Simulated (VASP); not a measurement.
# PtSe2 (P-3m1) in VASP: a series of runs

The runs below take PtSe2 through single point, with PBEsol.

All numbers are computed with VASP 6.6.1; they aren't measurements. Logs are shortened: lines on timing, memory, paths and dates and some standing lists are left out, and cuts for length are marked.

## Step 1: The cell of the first run

Symmetry: P-3m1, No. 164, trigonal system. Conventional cell: a = 3.724 Å, b = 3.724 Å, c = 5.062 Å, α = 90.00°, β = 90.00°, γ = 120.00°. Pt (site symmetry -3m) has 6 Se at 2.49 Å within 3.3 Å. Within 3.3 Å of Se (site symmetry 3m) lie 3 Pt at 2.49 Å.

## Step 2: Single point, PBEsol

The input, INCAR:

```
SYSTEM = PtSe2
ALGO     = Normal         ! electronic algorithm
EDIFF    = 1E-6           ! SCF threshold, eV
ENCUT    = 520            ! plane-wave cutoff, eV
GGA      = PS             ! functional
ISIF     = 2              ! what is computed and relaxed
ISMEAR   = 0              ! smearing method
LASPH    = .TRUE.         ! aspherical terms in the spheres
LCHARG   = .FALSE.        ! write CHGCAR
LREAL    = .FALSE.        ! projectors in reciprocal space
LWAVE    = .FALSE.        ! write WAVECAR
NBANDS   = 18             ! bands
NELM     = 100            ! most SCF steps
PREC     = Accurate       ! precision mode
SIGMA    = 0.1            ! smearing width, eV
```

The input, KPOINTS:

```
k-points
0
G
  6 6 4
  0 0 0
```

The input, POSCAR:

```
PtSe2
1.0
    3.7240002924      0.0000000000      0.0000000000
   -1.8620001462      3.2250788569      0.0000000000
    0.0000000000      0.0000000000      5.0619995757
Pt Se
1 2
Direct
    0.0000000000      0.0000000000      0.0000000000
    0.3333333333      0.6666666667      0.2500000000
    0.6666666667      0.3333333333      0.7500000000
```

Potentials or basis: VASP PAW PBE potentials, release 64 (Pt, Se).

The run is started by

```sh
$ cat potpaw_PBE.64/Pt/POTCAR potpaw_PBE.64/Se/POTCAR > POTCAR
$ mpirun -np 1 vasp_std > vasp.out
```

OUTCAR:

```text
SYSTEM = PtSe2
   EDIFF = 1E-6
   ENCUT = 520
   GGA = PS
   ISIF = 2
   ISMEAR = 0
   LASPH = .TRUE.
   LREAL = .FALSE.
   NELM = 100
   PREC = Accurate

 ion  position               nearest neighbor table
   1  0.000  0.000  0.000-   2 2.49   3 2.49   2 2.49   3 2.49   3 2.49   2 2.49
   2  0.333  0.667  0.250-   1 2.49   1 2.49   1 2.49
   3  0.667  0.333  0.750-   1 2.49   1 2.49   1 2.49

  LATTYP: Found a hexagonal cell.
 ALAT       =     3.7240002924
 C/A-ratio  =     1.3592908642

  Lattice vectors:

 A1 = (   3.7240002924,   0.0000000000,   0.0000000000)
 A2 = (  -1.8620001462,   3.2250788569,   0.0000000000)
 A3 = (   0.0000000000,   0.0000000000,   5.0619995757)

Analysis of symmetry for initial positions (statically):
=====================================================================
 Subroutine PRICEL returns:
 Original cell was already a primitive cell.

 Routine SETGRP: Setting up the symmetry group for a
 hexagonal supercell.

 Subroutine GETGRP returns: Found 12 space group operations
 (whereof 12 operations were pure point group operations)
 out of a pool of 24 trial point group operations.

The static configuration has the point symmetry D_3d.

Analysis of symmetry for dynamics (positions and initial velocities):
=====================================================================
 Subroutine PRICEL returns:
 Original cell was already a primitive cell.

 Routine SETGRP: Setting up the symmetry group for a
 hexagonal supercell.

 Subroutine GETGRP returns: Found 12 space group operations
 (whereof 12 operations were pure point group operations)
 out of a pool of 24 trial point group operations.

The dynamic configuration has the point symmetry D_3d.

 Subroutine INISYM returns: Found 12 space group operations
 (whereof 12 operations are pure point group operations),
 and found     1 'primitive' translations

----------------------------------------------------------------------------------------

                                     Primitive cell

  volume of cell :      60.7956

  direct lattice vectors                    reciprocal lattice vectors
     3.724000292  0.000000000  0.000000000     0.268528443  0.155034969  0.000000000
    -1.862000146  3.225078857  0.000000000     0.000000000  0.310069938  0.000000000
     0.000000000  0.000000000  5.061999576     0.000000000  0.000000000  0.197550392

  length of vectors
     3.724000292  3.724000292  5.061999576     0.310069938  0.310069938  0.197550392

  position of ions in fractional coordinates (direct lattice)
     0.000000000  0.000000000  0.000000000
     0.333333333  0.666666667  0.250000000
     0.666666667  0.333333333  0.750000000

  ion indices of the primitive-cell ions
   primitive index   ion index
                 1           1
                 2           2
                 3           3

----------------------------------------------------------------------------------------

 KPOINTS: k-points

Automatic generation of k-mesh.
 Grid dimensions read from file:
 generate k-points for:    6    6    4

 Generating k-lattice:

  Cartesian coordinates                     Fractional coordinates (reciprocal lattice)
     0.044754740  0.025839161  0.000000000     0.166666667  0.000000000  0.000000000
     0.000000000  0.051678323  0.000000000     0.000000000  0.166666667  0.000000000
     0.000000000  0.000000000  0.049387598     0.000000000  0.000000000  0.250000000

  Length of vectors
     0.051678323  0.051678323  0.049387598

  Shift w.r.t. Gamma in fractional coordinates (k-lattice)
     0.000000000  0.000000000  0.000000000

 Subroutine IBZKPT returns following result:
 ===========================================

 Found     24 irreducible k-points:

 Following reciprocal coordinates:
            Coordinates               Weight
  0.000000  0.000000  0.000000      1.000000
  0.166667 -0.000000  0.000000      6.000000
  0.333333 -0.000000  0.000000      6.000000
  0.500000  0.000000  0.000000      3.000000
  0.166667  0.166667  0.000000      6.000000
  0.333333  0.166667  0.000000     12.000000
[... 16 lines left out ...]
  0.333333  0.166667  0.500000     12.000000
  0.333333  0.333333  0.500000      2.000000
   k-points           NKPTS =     24   k-points in BZ     NKDIM =     24   number of bands    NBANDS=     18
   number of dos      NEDOS =    301   number of ions     NIONS =      3
   total plane-waves  NPLWV =  31360
   dimension x,y,z NGX =    28 NGY =   28 NGZ =   40
   dimension x,y,z NGXF=    56 NGYF=   56 NGZF=   80
   ions per type =               1   2
   NGX,Y,Z   is equivalent  to a cutoff of  12.50, 12.50, 13.14 a.u.
   NGXF,Y,Z  is equivalent  to a cutoff of  25.00, 25.00, 26.27 a.u.
 SYSTEM =  PtSe2
   PREC   = accura    normal or accurate (medium, high low for compatibility)
   ISTART =      0    job   : 0-new  1-cont  2-samecut
   ICHARG =      2    charge: 1-file 2-atom 10-const
   ISPIN  =      1    spin polarized calculation?
   LNONCOLLINEAR =      F non collinear calculations
   LSORBIT =      F    spin-orbit coupling
   LASPH  =      T    aspherical Exc in radial PAW
   ENCUT  =  520.0 eV  38.22 Ry    6.18 a.u.   6.92  6.92  9.41*2*pi/ulx,y,z
   NELM   =    100;   NELMIN=  2; NELMDL= -5     # of ELM steps
   EDIFF  = 0.1E-05   stopping-criterion for ELM
   LREAL  =      F    real-space projection
   EDIFFG = 0.1E-04   stopping-criterion for IOM
   NSW    =      0    number of steps for IOM
   IBRION =     -1    ionic relax: 0-MD 1-quasi-New 2-CG
   NFREE  =      0    steps in history (QN), initial steepest desc. (CG)
   ISIF   =      2    stress and relaxation
   ISYM   =      2    0-nonsym 1-usesym 2-fastsym
   POTIM  = 0.5000    time-step for ionic-motion
   TEBEG  =    0.0;   TEEND  =   0.0 temperature during run
   PSTRESS=    0.0 pullay stress
   NELECT =      22.0000    total number of electrons
   NUPDOWN=      -1.0000    fix difference up-down
   EMIN   =  10.00;   EMAX   =-10.00  energy-range for DOS
   EFERMI =   0.00;   METHOD = LEGACY
   ISMEAR =     0;   SIGMA  =   0.10  broadening in eV -4-tet -1-fermi 0-gaus
   EFERMI_NEDOS =   21; number of points for ismear=-14 and -15
   IALGO  =     38    algorithm
   IMIX   =      4    mixing-type and parameters
     AMIX     =   0.40;   BMIX     =  1.00
     AMIX_MAG =   1.60;   BMIX_MAG =  1.00
  volume/ion in A,a.u.               =      20.27       136.76
  Fermi-wavevector in a.u.,A,eV,Ry     =   1.166608  2.204570 18.517183  1.360975
  Thomas-Fermi vector in A             =   2.303119
   LORBIT       =      0    0 simple, 1 ext, 2 COOP (PROOUT), +10 PAW based schemes
   GGA     = PS    functional components
   LHFCALC =     F    Hartree Fock is set to
   AEXX    =    0.0000 exact exchange contribution
   IVDW    =     0    specifies the selected vdW correction
   LEPSILON=     F    determine dielectric tensor
   LRPA    =     F    only Hartree local field effects (RPA)
 non-spin polarized calculation
 Gauss-broadening in eV      SIGMA  =   0.10
  energy-cutoff  :      520.00
  volume of cell :       60.80
 maximum number of plane-waves:      1654
   NGX = 13   NGY = 13   NGZ = 19

 number of electron      21.9999999 magnetization

 Free energy of the ion-electron system (eV)
  ---------------------------------------------------
  ext. energy  EPLUGINS =         0.00000000
  ---------------------------------------------------
  free energy    TOTEN  =       -15.88822766 eV

  energy without entropy =      -15.88224405  energy(sigma->0) =      -15.88523585

 E-fermi :   6.3882     XC(G=0): -10.8055

 val. band max:        6.3815257738   @ k =   0.0000   0.1667   0.2500
 cond. band min:       6.3889930042   @ k =   0.3333   0.3333   0.0000
 fundamental gap:      0.0074672304
 Fermi energy:         6.3881554034

 k-point     1 :       0.0000    0.0000    0.0000
  band No.  band energies     occupation
      1      -9.3419      2.00000
      2      -6.4963      2.00000
      3      -0.8343      2.00000
      4      -0.1093      2.00000
      5      -0.1093      2.00000
      6       2.3741      2.00000
[... 10 lines left out ...]
     17      13.6121      0.00000
     18      18.0872      0.00000

 k-point     2 :       0.1667   -0.0000    0.0000
  band No.  band energies     occupation
      1      -9.0343      2.00000
      2      -6.6306      2.00000
      3      -0.4755      2.00000
      4       0.0829      2.00000
      5       0.1115      2.00000
      6       1.8704      2.00000
[... 10 lines left out ...]
     17      14.5027      0.00000
     18      15.3897      0.00000

 k-point     3 :       0.3333   -0.0000    0.0000
  band No.  band energies     occupation
      1      -8.2503      2.00000
      2      -6.9484      2.00000
      3      -0.1982      2.00000
      4       0.4455      2.00000
      5       0.6185      2.00000
      6       1.0289      2.00000
[... 10 lines left out ...]
     17      14.2142      0.00000
     18      15.1496      0.00000

 k-point     4 :       0.5000    0.0000    0.0000
  band No.  band energies     occupation
      1      -7.4806      2.00000
      2      -7.3954      2.00000
      3      -0.9903      2.00000
      4       0.5630      2.00000
      5       1.0490      2.00000
      6       2.1181      2.00000
[... 375 lines left out ...]
      4       0.0161      2.00000
      5       0.8121      2.00000
      6       1.5127      2.00000
[... 10 lines left out ...]
     17      14.5395      0.00000
     18      15.2453      0.00000

 k-point    23 :       0.3333    0.1667    0.5000
  band No.  band energies     occupation
      1      -7.5039      2.00000
      2      -7.2862      2.00000
      3      -0.8344      2.00000
      4      -0.0672      2.00000
      5       0.7887      2.00000
      6       1.6134      2.00000
[... 10 lines left out ...]
     17      14.7973      0.00000
     18      16.1321      0.00000

 k-point    24 :       0.3333    0.3333    0.5000
  band No.  band energies     occupation
      1      -7.2819      2.00000
      2      -7.2819      2.00000
      3      -0.1208      2.00000
      4      -0.1208      2.00000
      5       0.0356      2.00000
      6       1.8674      2.00000
[... 10 lines left out ...]
     17      13.8756      0.00000
     18      16.4395      0.00000

------------------------ aborting loop because EDIFF is reached ----------------------------------------

  FORCE on cell =-STRESS in cart. coord.  units (eV):
  Direction    XX          YY          ZZ          XY          YZ          ZX
  --------------------------------------------------------------------------------------
  -------------------------------------------------------------------------------------
  Total        1.0387362      1.0387362      0.4728096      0.0000000      0.0000000      0.0000000
  in kB       27.3743428     27.3743428     12.4601924      0.0000000      0.0000000      0.0000000
  external PRESSURE =      22.4029594 kB  Pullay stress =       0.0000000 kB

 VOLUME and BASIS-vectors are now :
 -----------------------------------------------------------------------------
  energy-cutoff  :      520.00
  volume of cell :       60.80
      direct lattice vectors                 reciprocal lattice vectors
     3.724000292  0.000000000  0.000000000     0.268528443  0.155034969  0.000000000
    -1.862000146  3.225078857  0.000000000     0.000000000  0.310069938  0.000000000
     0.000000000  0.000000000  5.061999576     0.000000000  0.000000000  0.197550392

 POSITION                                       TOTAL-FORCE (eV/Angst)
 -----------------------------------------------------------------------------------
      0.00000      0.00000      0.00000        -0.000000      0.000000      0.000000
     -0.00000      2.15005      1.26550         0.000000     -0.000000      0.345139
      1.86200      1.07503      3.79650         0.000000      0.000000     -0.345139
 -----------------------------------------------------------------------------------
    total drift:                               -0.000000     -0.000000     -0.000000

  FREE ENERGIE OF THE ION-ELECTRON SYSTEM (eV)
  ---------------------------------------------------
  free  energy   TOTEN  =       -15.8882276599 eV

  energy  without entropy=      -15.8822440477  energy(sigma->0) =      -15.88523585
```

Wall time 22 s (1 thread of Intel Xeon Platinum 8375C at 2.90GHz (Ice Lake), shared host); peak memory 0.19 GiB.

What came out:

```yaml
Free_energy: -15.8882 eV
Pressure: 2.2 GPa
Largest_force: 0.345 eV/Å
Band_gap_on_the_k_mesh: zero (band 11 reaches 6.81 eV, above the bottom of band 12 at 6.39 eV)
```

Forces in eV/Å, atoms in the order of the input:
```
Pt   0.000  0.000  0.000
Se   0.000  0.000  0.345
Se   0.000  0.000 -0.345
```

Caveat: the PAW data sets were made with another functional, which shifts forces and pressure a little; spin-orbit coupling is left out, which moves the levels of the heavy elements.

(Part 1 of 2 ends here.)
